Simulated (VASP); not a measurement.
Write the native input for VASP 6.6.1 that does the following.

| Property | Result |
| --- | --- |
| Task | single point |
| Functional | PBE |
| Potentials or basis | VASP PAW PBE potentials, release 64 (Si) |
| Cutoff | 520 eV |
| k mesh | 9 × 9 × 1 |
| Occupations | gaussian, width 0.05 eV |
| Spin | no spin polarisation |
| Dipole correction | yes |
| Further INCAR settings | ALGO = Normal; EDIFF = 1e-07; NBANDS = 26 |

The structure of Si lies in POSCAR:

```
Si
1.0
    3.8677060711      0.0000000000      0.0000000000
   -1.9338530355      3.3495317119      0.0000000000
    0.0000000000      0.0000000000     25.2633985449
Si
8
Direct
    0.3333333333      0.6666666667      0.2968721721
    0.0000000000      0.0000000000      0.3281226071
    0.0000000000      0.0000000000      0.4218739123
    0.6666666667      0.3333333333      0.4531243474
    0.6666666667      0.3333333333      0.5468756526
    0.3333333333      0.6666666667      0.5781260877
    0.3333333333      0.6666666667      0.6718773929
    0.0000000000      0.0000000000      0.7031278279
```

These files were run (other wordings do the same):

INCAR

```
  PREC = Accurate
  ENCUT = 520
  EDIFF = 1E-7
  ISMEAR = 0
  SIGMA = 0.05
  LREAL = False
  LASPH = True
  NELM = 80
  ALGO = Normal
  ISIF = 2
  LWAVE = False
  LCHARG = True
  LDIPOL = True
  IDIPOL = 3
  DIPOL = 0.5 0.5 0.500
  GGA = PE
  LELF = True
  LVHAR = True
  LVACPOTAV = True
  NBANDS = 26
```

KPOINTS

```
regular mesh
0
Gamma
  9 9 1
```

Potentials or basis: VASP PAW PBE potentials, release 64 (Si).

Launch:

```sh
$ cat potpaw_PBE.64/Si/POTCAR > POTCAR
$ mpirun -np 1 vasp_std > vasp.out
```

Results of the run:

| Property | Result |
| --- | --- |
| Largest force | 0.745 eV/Å |
| Band gap on the k mesh | zero (band 16 reaches 0.40 eV, above the bottom of band 17 at 0.23 eV) |

Run time: 6.3 min on 1 thread of Intel(R) Xeon(R) Platinum 8488C (Sapphire Rapids), on a shared host, peak memory 0.43 GiB.
